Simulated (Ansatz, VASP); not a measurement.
# One calculation of MoS2, two programs

File INCAR:

```
PREC = Accurate ; ENCUT = 520
EDIFF = 1E-8 ; ISMEAR = -1
SIGMA = 0.03 ; LREAL = False
LASPH = True ; NELM = 80
ALGO = Normal ; ISIF = 2
LWAVE = False ; LCHARG = False
GGA = CA ; LEFG = True
NBANDS = 35
```

File KPOINTS:

```
Automatic mesh
0
Gamma
  10 10 3
```

Contents of POSCAR:

```
MoS2
1.0
    3.1610016016      0.0158050080      0.0158050080
   -1.5668132624      2.7296051844      0.0057850344
    0.0614750000      0.0614750000     12.2950000000
Mo S
2 4
Direct
    0.3333333333      0.6666666667      0.2500000000
    0.6666666667      0.3333333333      0.7500000000
    0.3333333333      0.6666666667      0.6275000000
    0.6666666667      0.3333333333      0.1275000000
    0.3333333333      0.6666666667      0.8725000000
    0.6666666667      0.3333333333      0.3725000000
```

Input for Ansatz:

```yaml
crystal:
  lattice:
    - [3.1610016016, 0.015805008, 0.015805008]
    - [-1.5668132624, 2.7296051844, 0.0057850344]
    - [0.061475, 0.061475, 12.295]
  atoms:
    - { symbol: Mo, position: [0.3333333333, 0.6666666667, 0.25] }
    - { symbol: Mo, position: [0.6666666667, 0.3333333333, 0.75] }
    - { symbol: S, position: [0.3333333333, 0.6666666667, 0.6275] }
    - { symbol: S, position: [0.6666666667, 0.3333333333, 0.1275] }
    - { symbol: S, position: [0.3333333333, 0.6666666667, 0.8725] }
    - { symbol: S, position: [0.6666666667, 0.3333333333, 0.3725] }
kpoints:
  mp_grid: { grid: [10, 10, 3] }
scf:
  occupations: { method: fermi_dirac, width: 0.03 }
hamiltonian:
  xc: lda
  pseudopotentials: { kind: paw }
output:
  forces: true
  stress: true
  eigenvalues: true
  efg: { contact_densities: true }
  write_density: true
  write_potential: true
  elf: true
  volumetric_format: npy
```

Change from the starting cell: equal xy, yz and zx shear strains of +1 %, PAW files.

Alike in both runs: task electric field gradients; functional LDA; k mesh 10 × 10 × 3; occupations fermi-dirac, width 0.03 eV; no spin polarisation.

```csv
,VASP,Ansatz
version,VASP 6.6.1,Ansatz 0.2.0
potentials or method,"VASP PAW LDA potentials, release 64 (Mo_sv, S)","PAW with Ansatz's default frozen-core files, scalar-relativistic"
plane-wave cutoff (eV),520,420
valence electrons in the cell,52,52
```

Ansatz gave:

- pressure (GPa): 1.1
- traceless stress, the component that is largest in VASP (GPa): 4.60
- rms of the force components (eV/Å): 0.371
- size of Vzz on the site where it differs most (V/Å²): 93.5

Question: Estimate VASP's values.

Answer: Pressure (GPa): 1.2; traceless stress, the component that is largest in VASP (GPa): 4.56; rms of the force components (eV/Å): 0.378; size of Vzz on the site where it differs most (V/Å²): 97.7.

LDA's correlation is that of Perdew and Zunger in VASP and of Perdew and Wang (1992) in Ansatz. Atom by atom the forces differ by 0.007 eV/Å (rms over components).
